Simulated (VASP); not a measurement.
# NbC2 (I4/mcm) in VASP: single point with PBE

Aim: the single point of NbC2 with PBE.

Program: VASP 6.6.1. These are calculated values, not measurements. Logs are shortened: lines on timing, memory, paths and dates and some standing lists are left out, and cuts for length are marked.

**1. The cell of the first run**

The structure is tetragonal, space group I4/mcm (No. 140). The conventional cell has a = 4.552 Å, b = 4.552 Å, c = 5.722 Å, α = 90.00°, β = 90.00°, γ = 90.00°. Within 3.1 Å of Nb (site symmetry 422) lie 8 C at 2.34 Å and 2 Nb at 2.86 Å. C (site symmetry m2m) has 1 C at 1.38 Å within 1.8 Å.

**2. Single point, PBE**

The input, INCAR:

```
SYSTEM = NbC2
PREC = Accurate
ENCUT = 600
EDIFF = 1E-6
ISMEAR = 0
SIGMA = 0.2
LREAL = .FALSE.
LASPH = .TRUE.
NELM = 120
ALGO = Normal
ISIF = 2
LWAVE = .FALSE.
LCHARG = .TRUE.
GGA = PE
LELF = .TRUE.
LVHAR = .TRUE.
NBANDS = 30
GGA_COMPAT = .FALSE.
```

The input, KPOINTS:

```
Automatic mesh
0
G
  5 5 5
  0 0 0
```

The input, POSCAR:

```
NbC2
1.0
   -2.2760364630      2.2760364630      2.8609493664
    2.2760364630     -2.2760364630      2.8609493664
    2.2760364630      2.2760364630     -2.8609493664
Nb C
2 4
Direct
    0.7500000000      0.7500000000      0.0000000000
    0.2500000000      0.2500000000      0.0000000000
    0.6074903016      0.1074903016      0.7149806031
    0.3925096984      0.8925096984      0.2850193969
    0.8925096984      0.6074903016      0.5000000000
    0.1074903016      0.3925096984      0.5000000000
```

Potentials or basis: VASP PAW PBE potentials, release 64 (Nb_sv, C).

On the command line:

```bash
> cat potpaw_PBE.64/Nb_sv/POTCAR potpaw_PBE.64/C/POTCAR > POTCAR
> mpirun -np 1 vasp_std > vasp.out
```

OUTCAR:

```text
SYSTEM = NbC2
   PREC = Accurate
   ENCUT = 600
   EDIFF = 1E-6
   ISMEAR = 0
   LREAL = .FALSE.
   LASPH = .TRUE.
   NELM = 120
   ISIF = 2
   GGA = PE

 ion  position               nearest neighbor table
   1  0.750  0.750  0.000-   4 2.34   3 2.34   5 2.34   5 2.34   6 2.34   6 2.34   3 2.34   4 2.34
                             2 2.86   2 2.86
   2  0.250  0.250  0.000-   4 2.34   3 2.34   6 2.34   6 2.34   5 2.34   5 2.34   3 2.34   4 2.34
                             1 2.86   1 2.86
   3  0.607  0.107  0.715-   4 1.38   1 2.34   2 2.34   2 2.34   1 2.34
   4  0.393  0.893  0.285-   3 1.38   2 2.34   1 2.34   2 2.34   1 2.34
   5  0.893  0.607  0.500-   6 1.38   1 2.34   2 2.34   1 2.34   2 2.34
   6  0.107  0.393  0.500-   5 1.38   2 2.34   1 2.34   2 2.34   1 2.34

  LATTYP: Found a body centered tetragonal cell.
 ALAT       =     4.5520729260
 C/A-ratio  =     1.2569874925

  Lattice vectors:

 A1 = (  -2.2760364630,   2.2760364630,   2.8609493664)
 A2 = (   2.2760364630,  -2.2760364630,   2.8609493664)
 A3 = (   2.2760364630,   2.2760364630,  -2.8609493664)

Analysis of symmetry for initial positions (statically):
=====================================================================
 Subroutine PRICEL returns:
 Original cell was already a primitive cell.

 Routine SETGRP: Setting up the symmetry group for a
 body centered tetragonal supercell.

 Subroutine GETGRP returns: Found 16 space group operations
 (whereof  8 operations were pure point group operations)
 out of a pool of 16 trial point group operations.

The static configuration has the point symmetry C_4h.
 The point group associated with its full space group is D_4h.

Analysis of symmetry for dynamics (positions and initial velocities):
=====================================================================
 Subroutine PRICEL returns:
 Original cell was already a primitive cell.

 Routine SETGRP: Setting up the symmetry group for a
 body centered tetragonal supercell.

 Subroutine GETGRP returns: Found 16 space group operations
 (whereof  8 operations were pure point group operations)
 out of a pool of 16 trial point group operations.

The dynamic configuration has the point symmetry C_4h.
 The point group associated with its full space group is D_4h.

 Subroutine INISYM returns: Found 16 space group operations
 (whereof  8 operations are pure point group operations),
 and found     1 'primitive' translations

----------------------------------------------------------------------------------------

                                     Primitive cell

  volume of cell :      59.2828

  direct lattice vectors                    reciprocal lattice vectors
    -2.276036463  2.276036463  2.860949366     0.000000000  0.219680136  0.174767162
     2.276036463 -2.276036463  2.860949366     0.219680136  0.000000000  0.174767162
     2.276036463  2.276036463 -2.860949366     0.219680136  0.219680136  0.000000000

  length of vectors
     4.306473643  4.306473643  4.306473643     0.280718583  0.280718583  0.310674628

  position of ions in fractional coordinates (direct lattice)
     0.750000000  0.750000000  0.000000000
     0.250000000  0.250000000  0.000000000
     0.607490302  0.107490302  0.714980603
     0.392509698  0.892509698  0.285019397
     0.892509698  0.607490302  0.500000000
     0.107490302  0.392509698  0.500000000

  ion indices of the primitive-cell ions
   primitive index   ion index
                 1           1
                 2           2
                 3           3
                 4           4
                 5           5
                 6           6

----------------------------------------------------------------------------------------

 KPOINTS: Automatic mesh

Automatic generation of k-mesh.
 Grid dimensions read from file:
 generate k-points for:    5    5    5

 Generating k-lattice:

  Cartesian coordinates                     Fractional coordinates (reciprocal lattice)
     0.000000000  0.043936027  0.034953432     0.200000000  0.000000000 -0.000000000
     0.043936027  0.000000000  0.034953432     0.000000000  0.200000000 -0.000000000
     0.043936027  0.043936027  0.000000000     0.000000000  0.000000000  0.200000000

  Length of vectors
     0.056143717  0.056143717  0.062134926

  Shift w.r.t. Gamma in fractional coordinates (k-lattice)
     0.000000000  0.000000000  0.000000000

 Subroutine IBZKPT returns following result:
 ===========================================

 Found     18 irreducible k-points:

 Following reciprocal coordinates:
            Coordinates               Weight
  0.000000  0.000000  0.000000      1.000000
  0.200000  0.000000 -0.000000      8.000000
  0.400000  0.000000 -0.000000      8.000000
  0.200000  0.200000 -0.000000      8.000000
  0.400000  0.200000  0.000000     16.000000
 -0.400000  0.200000 -0.000000     16.000000
[... 10 lines left out ...]
 -0.400000  0.400000  0.400000      4.000000
 -0.400000 -0.400000  0.400000      2.000000
   k-points           NKPTS =     18   k-points in BZ     NKDIM =     18   number of bands    NBANDS=     30
   number of dos      NEDOS =    301   number of ions     NIONS =      6
   total plane-waves  NPLWV =  46656
   dimension x,y,z NGX =    36 NGY =   36 NGZ =   36
   dimension x,y,z NGXF=    72 NGYF=   72 NGZF=   72
   ions per type =               2   4
   NGX,Y,Z   is equivalent  to a cutoff of  13.90, 13.90, 13.90 a.u.
   NGXF,Y,Z  is equivalent  to a cutoff of  27.79, 27.79, 27.79 a.u.
 SYSTEM =  NbC2
   PREC   = accura    normal or accurate (medium, high low for compatibility)
   ISTART =      0    job   : 0-new  1-cont  2-samecut
   ICHARG =      2    charge: 1-file 2-atom 10-const
   ISPIN  =      1    spin polarized calculation?
   LNONCOLLINEAR =      F non collinear calculations
   LSORBIT =      F    spin-orbit coupling
   LASPH  =      T    aspherical Exc in radial PAW
   ENCUT  =  600.0 eV  44.10 Ry    6.64 a.u.   8.60  8.60  8.60*2*pi/ulx,y,z
   NELM   =    120;   NELMIN=  2; NELMDL= -5     # of ELM steps
   EDIFF  = 0.1E-05   stopping-criterion for ELM
   LREAL  =      F    real-space projection
   EDIFFG = 0.1E-04   stopping-criterion for IOM
   NSW    =      0    number of steps for IOM
   IBRION =     -1    ionic relax: 0-MD 1-quasi-New 2-CG
   NFREE  =      0    steps in history (QN), initial steepest desc. (CG)
   ISIF   =      2    stress and relaxation
   ISYM   =      2    0-nonsym 1-usesym 2-fastsym
   POTIM  = 0.5000    time-step for ionic-motion
   TEBEG  =    0.0;   TEEND  =   0.0 temperature during run
   PSTRESS=    0.0 pullay stress
   NELECT =      42.0000    total number of electrons
   NUPDOWN=      -1.0000    fix difference up-down
   EMIN   =  10.00;   EMAX   =-10.00  energy-range for DOS
   EFERMI =   0.00;   METHOD = LEGACY
   ISMEAR =     0;   SIGMA  =   0.20  broadening in eV -4-tet -1-fermi 0-gaus
   EFERMI_NEDOS =   21; number of points for ismear=-14 and -15
   IALGO  =     38    algorithm
   IMIX   =      4    mixing-type and parameters
     AMIX     =   0.40;   BMIX     =  1.00
     AMIX_MAG =   1.60;   BMIX_MAG =  1.00
  volume/ion in A,a.u.               =       9.88        66.68
  Fermi-wavevector in a.u.,A,eV,Ry     =   1.459425  2.757913 28.979332  2.129921
  Thomas-Fermi vector in A             =   2.575993
   LORBIT       =      0    0 simple, 1 ext, 2 COOP (PROOUT), +10 PAW based schemes
   GGA     = PE    functional components
   LHFCALC =     F    Hartree Fock is set to
   AEXX    =    0.0000 exact exchange contribution
   IVDW    =     0    specifies the selected vdW correction
   LEPSILON=     F    determine dielectric tensor
   LRPA    =     F    only Hartree local field effects (RPA)
 non-spin polarized calculation
 Gauss-broadening in eV      SIGMA  =   0.20
  energy-cutoff  :      600.00
  volume of cell :       59.28
 maximum number of plane-waves:      2011
 NGX is ok and might be reduce to    36
   NGX = 17   NGY = 17   NGZ = 17

 number of electron      41.9999999 magnetization

 Free energy of the ion-electron system (eV)
  ---------------------------------------------------
  ext. energy  EPLUGINS =         0.00000000
  ---------------------------------------------------
  free energy    TOTEN  =       -55.03618685 eV

  energy without entropy =      -54.97590712  energy(sigma->0) =      -55.00604698

 E-fermi :  10.0771     XC(G=0): -12.8523

 val. band max:       10.0350504763   @ k =  -0.4000   0.4000   0.2000
 cond. band min:      10.1165706346   @ k =  -0.2000   0.2000   0.2000
 fundamental gap:      0.0815201583
 Fermi energy:        10.0771220273

 k-point     1 :       0.0000    0.0000    0.0000
  band No.  band energies     occupation
      1     -44.5262      2.00000
      2     -44.3635      2.00000
      3     -20.9545      2.00000
      4     -20.6495      2.00000
      5     -20.6495      2.00000
      6     -20.4852      2.00000
[... 22 lines left out ...]
     29      16.1845      0.00000
     30      16.8331      0.00000

 k-point     2 :       0.2000    0.0000   -0.0000
  band No.  band energies     occupation
      1     -44.5104      2.00000
      2     -44.3788      2.00000
      3     -20.8816      2.00000
      4     -20.6416      2.00000
      5     -20.6381      2.00000
      6     -20.5112      2.00000
[... 22 lines left out ...]
     29      16.6332      0.00000
     30      17.0440      0.00000

 k-point     3 :       0.4000    0.0000   -0.0000
  band No.  band energies     occupation
      1     -44.4693      2.00000
      2     -44.4190      2.00000
      3     -20.6848      2.00000
      4     -20.6114      2.00000
      5     -20.6040      2.00000
      6     -20.5688      2.00000
[... 484 lines left out ...]
     29      15.8563      0.00000
     30      16.4967      0.00000

 k-point    18 :      -0.4000   -0.4000    0.4000
  band No.  band energies     occupation
      1     -44.4597      2.00000
      2     -44.4268      2.00000
      3     -21.0068      2.00000
      4     -20.7968      2.00000
      5     -20.7968      2.00000
      6     -20.3749      2.00000
[... 22 lines left out ...]
     29      15.1761      0.00000
     30      16.1946      0.00000

------------------------ aborting loop because EDIFF is reached ----------------------------------------

  FORCE on cell =-STRESS in cart. coord.  units (eV):
  Direction    XX          YY          ZZ          XY          YZ          ZX
  --------------------------------------------------------------------------------------
  -------------------------------------------------------------------------------------
  Total       -0.0438959     -0.0438959      0.0029132      0.0000000      0.0000000      0.0000000
  in kB       -1.1863319     -1.1863319      0.0787322      0.0000000      0.0000000      0.0000000
  external PRESSURE =      -0.7646439 kB  Pullay stress =       0.0000000 kB

 VOLUME and BASIS-vectors are now :
 -----------------------------------------------------------------------------
  energy-cutoff  :      600.00
  volume of cell :       59.28
      direct lattice vectors                 reciprocal lattice vectors
    -2.276036463  2.276036463  2.860949366     0.000000000  0.219680136  0.174767162
     2.276036463 -2.276036463  2.860949366     0.219680136  0.000000000  0.174767162
     2.276036463  2.276036463 -2.860949366     0.219680136  0.219680136  0.000000000

 POSITION                                       TOTAL-FORCE (eV/Angst)
 -----------------------------------------------------------------------------------
      0.00000      0.00000      4.29142        -0.000000     -0.000000     -0.000000
      0.00000      0.00000      1.43047        -0.000000     -0.000000     -0.000000
      0.48930      2.76534      0.00000         0.040673      0.040673     -0.000000
      1.78673     -0.48930      2.86095        -0.040673     -0.040673      0.000000
      0.48930      1.78673      2.86095         0.040673     -0.040673     -0.000000
      1.78673      0.48930      0.00000        -0.040673      0.040673      0.000000
 -----------------------------------------------------------------------------------
    total drift:                                0.000000     -0.000000      0.000000

  FREE ENERGIE OF THE ION-ELECTRON SYSTEM (eV)
  ---------------------------------------------------
  free  energy   TOTEN  =       -55.0361868539 eV

  energy  without entropy=      -54.9759071156  energy(sigma->0) =      -55.00604698
```

It took 28 s on 1 thread of Intel Xeon 6975P-C (Granite Rapids), shared host; peak memory 0.21 GiB.

What came out:

| Item | Value |
| --- | --- |
| Free energy | -55.0362 eV |
| Pressure | -0.1 GPa |
| Largest force | 0.058 eV/Å |
| Band gap on the k mesh | zero (band 21 reaches 10.90 eV, above the bottom of band 22 at 9.80 eV) |

Forces on the atoms (eV/Å):
```
Nb   0.000  0.000  0.000
Nb   0.000  0.000  0.000
C    0.041  0.041  0.000
C   -0.041 -0.041  0.000
C    0.041 -0.041  0.000
C   -0.041  0.041  0.000
```

Caveat: the k points lie up to 0.39 Å⁻¹ apart.
